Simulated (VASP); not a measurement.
# Sb (Pm-3m) in VASP: settings compared

Aim: see how the results for Sb move with the level of theory and the settings. Levels: r2SCAN, PBEsol. Tasks: single point.

Program: VASP 6.6.1. These are calculated values, not measurements. Logs are shortened: lines on timing, memory, paths and dates and some standing lists are left out, and cuts for length are marked.

### 1 The cell of the first run

Symmetry: Pm-3m, No. 221, cubic system. Conventional cell: a = 3.064 Å, b = 3.064 Å, c = 3.064 Å, α = 90.00°, β = 90.00°, γ = 90.00°. Sb (site symmetry m-3m) has 6 Sb at 3.06 Å within 4.0 Å.

### 2 Single point, r2SCAN (functional r2SCAN, strained)

POSCAR

```
Sb
1.0
    3.0639044000      0.0000000000      0.0000000000
    0.0000000000      3.0639044000      0.0000000000
    0.0000000000      0.0000000000      3.0639044000
Sb
1
Direct
    0.0000000000      0.0000000000      0.0000000000
```

INCAR.step1

```
ALGO     = Normal         # electronic algorithm
EDIFF    = 1E-4           # SCF threshold, eV
ENCUT    = 520            # plane-wave cutoff, eV
GGA      = PE             # functional
ISMEAR   = 0              # smearing method
LASPH    = T              # aspherical terms in the spheres
LCHARG   = F              # write CHGCAR
LREAL    = F              # projectors in reciprocal space
LWAVE    = T              # write WAVECAR
NBANDS   = 8              # bands
NELM     = 60             # most SCF steps
PREC     = Accurate       # precision mode
SIGMA    = 0.1            # smearing width, eV
```

INCAR.step2

```
ALGO     = Normal         # electronic algorithm
EDIFF    = 1E-7           # SCF threshold, eV
ENCUT    = 520            # plane-wave cutoff, eV
ISIF     = 2              # what is computed and relaxed
ISMEAR   = 0              # smearing method
ISTART   = 1            
LASPH    = T              # aspherical terms in the spheres
LCHARG   = F              # write CHGCAR
LMIXTAU  = T            
LREAL    = F              # projectors in reciprocal space
LWAVE    = F              # write WAVECAR
METAGGA  = R2SCAN         # meta-GGA
NBANDS   = 8              # bands
NELM     = 60             # most SCF steps
PREC     = Accurate       # precision mode
SIGMA    = 0.1            # smearing width, eV
```

KPOINTS

```
k-points
0
Gamma
  14 14 14
```

Potentials or basis: VASP PAW PBE potentials, release 64 (Sb).

The run is started by

```console
$ cat potpaw_PBE.64/Sb/POTCAR > POTCAR
$ cp INCAR.step1 INCAR
$ mpirun -np 1 vasp_std > vasp.out
$ cp INCAR.step2 INCAR
$ mpirun -np 1 vasp_std > vasp.out
```

OUTCAR:

```text
EDIFF = 1E-7
   ENCUT = 520
   ISIF = 2
   ISMEAR = 0
   ISTART = 1
   LASPH = T
   LREAL = F
   METAGGA = R2SCAN
   NELM = 60
   PREC = Accurate

 ion  position               nearest neighbor table
   1  0.000  0.000  0.000-

  LATTYP: Found a simple cubic cell.
 ALAT       =     3.0639044000

  Lattice vectors:

 A1 = (   3.0639044000,   0.0000000000,   0.0000000000)
 A2 = (   0.0000000000,   3.0639044000,   0.0000000000)
 A3 = (   0.0000000000,   0.0000000000,   3.0639044000)

Analysis of symmetry for initial positions (statically):
=====================================================================
 Subroutine PRICEL returns:
 Original cell was already a primitive cell.

 Routine SETGRP: Setting up the symmetry group for a
 simple cubic supercell.

 Subroutine GETGRP returns: Found 48 space group operations
 (whereof 48 operations were pure point group operations)
 out of a pool of 48 trial point group operations.

The static configuration has the point symmetry O_h .

Analysis of symmetry for dynamics (positions and initial velocities):
=====================================================================
 Subroutine PRICEL returns:
 Original cell was already a primitive cell.

 Routine SETGRP: Setting up the symmetry group for a
 simple cubic supercell.

 Subroutine GETGRP returns: Found 48 space group operations
 (whereof 48 operations were pure point group operations)
 out of a pool of 48 trial point group operations.

The dynamic configuration has the point symmetry O_h .

 Subroutine INISYM returns: Found 48 space group operations
 (whereof 48 operations are pure point group operations),
 and found     1 'primitive' translations

----------------------------------------------------------------------------------------

                                     Primitive cell

  volume of cell :      28.7624

  direct lattice vectors                    reciprocal lattice vectors
     3.063904400  0.000000000  0.000000000     0.326380941  0.000000000  0.000000000
     0.000000000  3.063904400  0.000000000     0.000000000  0.326380941  0.000000000
     0.000000000  0.000000000  3.063904400     0.000000000  0.000000000  0.326380941

  length of vectors
     3.063904400  3.063904400  3.063904400     0.326380941  0.326380941  0.326380941

  position of ions in fractional coordinates (direct lattice)
     0.000000000  0.000000000  0.000000000

  ion indices of the primitive-cell ions
   primitive index   ion index
                 1           1

----------------------------------------------------------------------------------------

 KPOINTS: k-points

Automatic generation of k-mesh.
 Grid dimensions read from file:
 generate k-points for:   14   14   14

 Generating k-lattice:

  Cartesian coordinates                     Fractional coordinates (reciprocal lattice)
     0.023312924  0.000000000  0.000000000     0.071428571  0.000000000  0.000000000
     0.000000000  0.023312924  0.000000000     0.000000000  0.071428571  0.000000000
     0.000000000  0.000000000  0.023312924     0.000000000  0.000000000  0.071428571

  Length of vectors
     0.023312924  0.023312924  0.023312924

  Shift w.r.t. Gamma in fractional coordinates (k-lattice)
     0.000000000  0.000000000  0.000000000

 Subroutine IBZKPT returns following result:
 ===========================================

 Found    120 irreducible k-points:

 Following reciprocal coordinates:
            Coordinates               Weight
  0.000000  0.000000  0.000000      1.000000
  0.071429  0.000000  0.000000      6.000000
  0.142857  0.000000  0.000000      6.000000
  0.214286  0.000000  0.000000      6.000000
  0.285714  0.000000  0.000000      6.000000
  0.357143  0.000000  0.000000      6.000000
[... 16 lines left out ...]
  0.285714  0.214286  0.000000     24.000000
  0.357143  0.214286  0.000000     24.000000
 [... further k-points ...]
   k-points           NKPTS =    120   k-points in BZ     NKDIM =    120   number of bands    NBANDS=      8
   number of dos      NEDOS =    301   number of ions     NIONS =      1
   total plane-waves  NPLWV =  13824
   dimension x,y,z NGX =    24 NGY =   24 NGZ =   24
   dimension x,y,z NGXF=    48 NGYF=   48 NGZF=   48
   ions per type =               1
   NGX,Y,Z   is equivalent  to a cutoff of  13.02, 13.02, 13.02 a.u.
   NGXF,Y,Z  is equivalent  to a cutoff of  26.04, 26.04, 26.04 a.u.
 SYSTEM =  unknown system
   PREC   = accura    normal or accurate (medium, high low for compatibility)
   ISTART =      1    job   : 0-new  1-cont  2-samecut
   ICHARG =      0    charge: 1-file 2-atom 10-const
   ISPIN  =      1    spin polarized calculation?
   LNONCOLLINEAR =      F non collinear calculations
   LSORBIT =      F    spin-orbit coupling
   LASPH  =      T    aspherical Exc in radial PAW
   ENCUT  =  520.0 eV  38.22 Ry    6.18 a.u.   5.70  5.70  5.70*2*pi/ulx,y,z
   NELM   =     60;   NELMIN=  2; NELMDL=  0     # of ELM steps
   EDIFF  = 0.1E-06   stopping-criterion for ELM
   LREAL  =      F    real-space projection
   EDIFFG = 0.1E-05   stopping-criterion for IOM
   NSW    =      0    number of steps for IOM
   IBRION =     -1    ionic relax: 0-MD 1-quasi-New 2-CG
   NFREE  =      0    steps in history (QN), initial steepest desc. (CG)
   ISIF   =      2    stress and relaxation
   ISYM   =      2    0-nonsym 1-usesym 2-fastsym
   POTIM  = 0.5000    time-step for ionic-motion
   TEBEG  =    0.0;   TEEND  =   0.0 temperature during run
   PSTRESS=    0.0 pullay stress
   NELECT =       5.0000    total number of electrons
   NUPDOWN=      -1.0000    fix difference up-down
   EMIN   =  10.00;   EMAX   =-10.00  energy-range for DOS
   EFERMI =   0.00;   METHOD = LEGACY
   ISMEAR =     0;   SIGMA  =   0.10  broadening in eV -4-tet -1-fermi 0-gaus
   EFERMI_NEDOS =   21; number of points for ismear=-14 and -15
   IALGO  =     38    algorithm
   IMIX   =      4    mixing-type and parameters
     AMIX     =   0.40;   BMIX     =  1.00
     AMIX_MAG =   1.60;   BMIX_MAG =  1.00
  volume/ion in A,a.u.               =      28.76       194.10
  Fermi-wavevector in a.u.,A,eV,Ry     =   0.913671  1.726587 11.358060  0.834794
  Thomas-Fermi vector in A             =   2.038209
   LORBIT       =      0    0 simple, 1 ext, 2 COOP (PROOUT), +10 PAW based schemes
   METAGGA = R2SCAN    functional components
   LHFCALC =     F    Hartree Fock is set to
   AEXX    =    0.0000 exact exchange contribution
   IVDW    =     0    specifies the selected vdW correction
   LEPSILON=     F    determine dielectric tensor
   LRPA    =     F    only Hartree local field effects (RPA)
 non-spin polarized calculation
 Gauss-broadening in eV      SIGMA  =   0.10
  energy-cutoff  :      520.00
  volume of cell :       28.76
 maximum number of plane-waves:       804
 NGX is ok and might be reduce to    24
   NGX = 11   NGY = 11   NGZ = 11

 number of electron       4.9999999 magnetization

 Free energy of the ion-electron system (eV)
  ---------------------------------------------------
  ext. energy  EPLUGINS =         0.00000000
  ---------------------------------------------------
  free energy    TOTEN  =       -25.64220097 eV

  energy without entropy =      -25.63893351  energy(sigma->0) =      -25.64056724

 E-fermi :   7.5001     XC(G=0): -10.2718

 val. band max:        7.4908068729   @ k =   0.5000   0.2857   0.2857
 cond. band min:       7.5110195174   @ k =   0.2857   0.2143   0.0000
 fundamental gap:      0.0202126445
 Fermi energy:         7.5000747758

 k-point     1 :       0.0000    0.0000    0.0000
  band No.  band energies     occupation
      1      -5.7403      2.00000
      2      11.0712      0.00000
      3      11.0712      0.00000
      4      11.0712      0.00000
      5      14.8108      0.00000
      6      14.8108      0.00000
      7      16.9191      0.00000
      8      26.1909      0.00000

 k-point     2 :       0.0714    0.0000    0.0000
  band No.  band energies     occupation
      1      -5.6591      2.00000
      2      10.0399      0.00000
      3      11.1525      0.00000
      4      11.1525      0.00000
      5      14.8729      0.00000
      6      15.5263      0.00000
      7      17.4007      0.00000
      8      25.5000      0.00000

 k-point     3 :       0.1429    0.0000    0.0000
  band No.  band energies     occupation
      1      -5.4177      2.00000
      2       8.1834      0.00000
      3      11.3905      0.00000
      4      11.3905      0.00000
      5      15.0582      0.00000
      6      16.2064      0.00000
      7      19.0617      0.00000
      8      24.2692      0.00000

 k-point     4 :       0.2143    0.0000    0.0000
  band No.  band energies     occupation
      1      -5.0231      2.00000
      2       6.2795      2.00000
      3      11.7664      0.00000
      4      11.7664      0.00000
      5      15.3623      0.00000
      6      16.6666      0.00000
      7      21.2392      0.00000
      8      22.9712      0.00000

 k-point     5 :       0.2857    0.0000    0.0000
  band No.  band energies     occupation
      1      -4.4938      2.00000
      2       4.5134      2.00000
      3      12.2422      0.00000
      4      12.2422      0.00000
      5      15.7737      0.00000
      6      17.1778      0.00000
      7      21.7380      0.00000
      8      21.7380      0.00000

 k-point     6 :       0.3571    0.0000    0.0000
  band No.  band energies     occupation
      1      -3.8766      2.00000
      2       2.9878      2.00000
      3      12.7488      0.00000
      4      12.7488      0.00000
      5      16.2621      0.00000
      6      17.7961      0.00000
      7      20.6740      0.00000
      8      20.6740      0.00000

 k-point     7 :       0.4286    0.0000    0.0000
  band No.  band energies     occupation
      1      -3.2953      2.00000
      2       1.8530      2.00000
      3      13.1664      0.00000
      4      13.1664      0.00000
      5      16.7386      0.00000
      6      18.5005      0.00000
      7      19.9161      0.00000
      8      19.9161      0.00000
[... 133 lines left out ...]
 k-point    20 :       0.4286    0.1429    0.0000
  band No.  band energies     occupation
      1      -2.9669      2.00000
      2       2.1532      2.00000
      3      10.3935      0.00000
      4      13.4993      0.00000
      5      15.9041      0.00000
      6      17.9175      0.00000
      7      20.1037      0.00000
      8      20.1520      0.00000

 k-point    21 :       0.5000    0.1429    0.0000
  band No.  band energies     occupation
      1      -2.6978      2.00000
      2       1.6985      2.00000
      3      10.5938      0.00000
      4      13.6697      0.00000
      5      15.5832      0.00000
      6      18.2666      0.00000
      7      19.7500      0.00000
      8      19.8691      0.00000

 k-point    22 :       0.2143    0.2143    0.0000
  band No.  band energies     occupation
      1      -4.3041      2.00000
      2       6.6698      2.00000
      3       7.2826      1.99790
      4      12.4692      0.00000
      5      16.4702      0.00000
      6      18.0722      0.00000
      7      21.0679      0.00000
      8      22.4581      0.00000

 k-point    23 :       0.2857    0.2143    0.0000
  band No.  band energies     occupation
      1      -3.7724      2.00000
      2       5.1589      2.00000
      3       7.5110      0.87699
      4      12.9509      0.00000
      5      16.1998      0.00000
      6      17.3451      0.00000
      7      21.8125      0.00000
      8      22.2402      0.00000

 k-point    24 :       0.3571    0.2143    0.0000
  band No.  band energies     occupation
      1      -3.1507      2.00000
      2       3.6471      2.00000
      3       8.0311      0.00000
      4      13.4650      0.00000
      5      15.0904      0.00000
      6      17.7634      0.00000
      7      21.1923      0.00000
      8      21.4982      0.00000

 [... further k-points ...]

------------------------ aborting loop because EDIFF is reached ----------------------------------------

  FORCE on cell =-STRESS in cart. coord.  units (eV):
  Direction    XX          YY          ZZ          XY          YZ          ZX
  --------------------------------------------------------------------------------------
  -------------------------------------------------------------------------------------
  Total        0.2609005      0.2609005      0.2609005      0.0000000     -0.0000000     -0.0000000
  in kB       14.5331551     14.5331551     14.5331551      0.0000000     -0.0000000     -0.0000000
  external PRESSURE =      14.5331551 kB  Pullay stress =       0.0000000 kB

 VOLUME and BASIS-vectors are now :
 -----------------------------------------------------------------------------
  energy-cutoff  :      520.00
  volume of cell :       28.76
      direct lattice vectors                 reciprocal lattice vectors
     3.063904400  0.000000000  0.000000000     0.326380941  0.000000000  0.000000000
     0.000000000  3.063904400  0.000000000     0.000000000  0.326380941  0.000000000
     0.000000000  0.000000000  3.063904400     0.000000000  0.000000000  0.326380941

 POSITION                                       TOTAL-FORCE (eV/Angst)
 -----------------------------------------------------------------------------------
      0.00000      0.00000      0.00000         0.000000      0.000000      0.000000
 -----------------------------------------------------------------------------------
    total drift:                                0.000000      0.000000     -0.000000

  FREE ENERGIE OF THE ION-ELECTRON SYSTEM (eV)
  ---------------------------------------------------
  free  energy   TOTEN  =       -25.6422009703 eV

  energy  without entropy=      -25.6389335133  energy(sigma->0) =      -25.64056724
```

It took 23 s on 1 thread of Intel Xeon 6975P-C (Granite Rapids), shared host; peak memory 0.16 GiB.

Results:

* Free energy: -25.6422 eV
* Pressure: 1.5 GPa

Levels at points of the mesh, in eV from the Fermi level:
```csv
k point,band 1,band 2,band 3,band 4,band 5,band 6
"(0.00, 0.00, 0.00)",-13.24,3.57,3.57,3.57,7.31,7.31
"(0.50, 0.00, 0.00)",-10.53,-6.10,5.84,5.84,9.47,11.48
"(0.50, 0.50, 0.00)",-7.58,-3.93,-3.93,2.37,8.20,13.84
"(0.50, 0.50, 0.50)",-4.18,-1.85,-1.85,-1.85,5.15,5.15
```

Caveat: the cell differs from its parent crystal (functional r2SCAN, strained); the PAW data sets were made with another functional, which shifts forces and pressure a little; spin-orbit coupling is left out, which moves the levels of the heavy elements.

### 3 Single point, r2SCAN

POSCAR is that of step 2.

INCAR.step1

```
SYSTEM = Sb
PREC = Accurate
ENCUT = 520
ISMEAR = 0
SIGMA = 0.1
LREAL = .FALSE.
LASPH = .TRUE.
NELM = 80
NBANDS = 8
GGA = PE
ALGO = Normal
EDIFF = 1E-4
LWAVE = .TRUE.
LCHARG = .FALSE.
```

INCAR.step2

```
SYSTEM = Sb
PREC = Accurate
ENCUT = 520
EDIFF = 1E-6
ISMEAR = 0
SIGMA = 0.1
LREAL = .FALSE.
LASPH = .TRUE.
NELM = 80
ALGO = Normal
ISIF = 2
LWAVE = .FALSE.
LCHARG = .FALSE.
METAGGA = R2SCAN
LMIXTAU = .TRUE.
NBANDS = 8
ISTART = 1
```

KPOINTS

```
Automatic mesh
0
G
  14 14 14
  0 0 0
```

Potentials or basis: VASP PAW PBE potentials, release 64 (Sb).

The run is started by

```console
$ cat potpaw_PBE.64/Sb/POTCAR > POTCAR
$ cp INCAR.step1 INCAR
$ mpirun -np 1 vasp_std > vasp.out
$ cp INCAR.step2 INCAR
$ mpirun -np 1 vasp_std > vasp.out
```

Run time: 19 s. Hardware: 1 thread of Intel Xeon 6975P-C (Granite Rapids), shared host; peak memory 0.16 GiB.

The run converged. Its results:

* Free energy: -25.6422 eV
* Pressure: 1.4 GPa

Levels at points of the mesh, in eV from the Fermi level:
| k point | band 1 | band 2 | band 3 | band 4 | band 5 | band 6 | band 7 |
| --- | --- | --- | --- | --- | --- | --- | --- |
| (0.00, 0.00, 0.00) | -13.24 | 3.57 | 3.57 | 3.57 | 7.31 | 7.31 | 9.42 |
| (0.50, 0.00, 0.00) | -10.53 | -6.10 | 5.84 | 5.84 | 9.47 | 11.48 | 12.13 |
| (0.50, 0.50, 0.00) | -7.58 | -3.93 | -3.93 | 2.37 | 8.20 | 13.84 | 14.11 |
| (0.50, 0.50, 0.50) | -4.18 | -1.85 | -1.85 | -1.85 | 5.15 | 5.15 | 5.15 |

Caveat: the PAW data sets were made with another functional, which shifts forces and pressure a little; spin-orbit coupling is left out, which moves the levels of the heavy elements.

### 4 Single point, PBEsol

This run uses another cell than the first one, of 22.71 Å³/atom, 0.790 times its volume.

INCAR

```
SYSTEM = Sb
ALGO = Normal
EDIFF = 1E-6
ENCUT = 520
GGA = PS
ISIF = 2
ISMEAR = 0
LASPH = .TRUE.
LCHARG = .FALSE.
LREAL = .FALSE.
LWAVE = .FALSE.
NBANDS = 8
NELM = 80
PREC = Accurate
SIGMA = 0.1
```

KPOINTS

```
k-points
0
G
  14 14 14
  0 0 0
```

POSCAR

```
Sb
1.0
    2.8319970058      0.0000000000      0.0000000000
    0.0000000000      2.8319970058      0.0000000000
    0.0000000000      0.0000000000      2.8319970058
Sb
1
Direct
    0.0000000000      0.0000000000      0.0000000000
```

The run is started by

```console
$ cat potpaw_PBE.64/Sb/POTCAR > POTCAR
$ mpirun -np 1 vasp_std > vasp.out
```

Run time: 19 s. Hardware: 1 thread of Intel Xeon 8259CL, shared host; peak memory 0.15 GiB.

It converged, with:

```
Free energy : -4.1546 eV
Pressure    : 25.8 GPa
```

Levels at points of the mesh, in eV from the Fermi level:
```
           k point  band 1  band 2  band 3  band 4  band 5  band 6
(0.00, 0.00, 0.00)  -14.85    3.94    3.94    3.94    7.31    7.31
(0.50, 0.00, 0.00)  -11.27   -7.73    7.02    7.02    9.97   11.19
(0.50, 0.50, 0.00)   -7.31   -4.91   -4.91    1.01   10.48   13.97
(0.50, 0.50, 0.50)   -2.57   -2.19   -2.19   -2.19    4.41    4.41
```

Caveat: the PAW data sets were made with another functional, which shifts forces and pressure a little; spin-orbit coupling is left out, which moves the levels of the heavy elements.
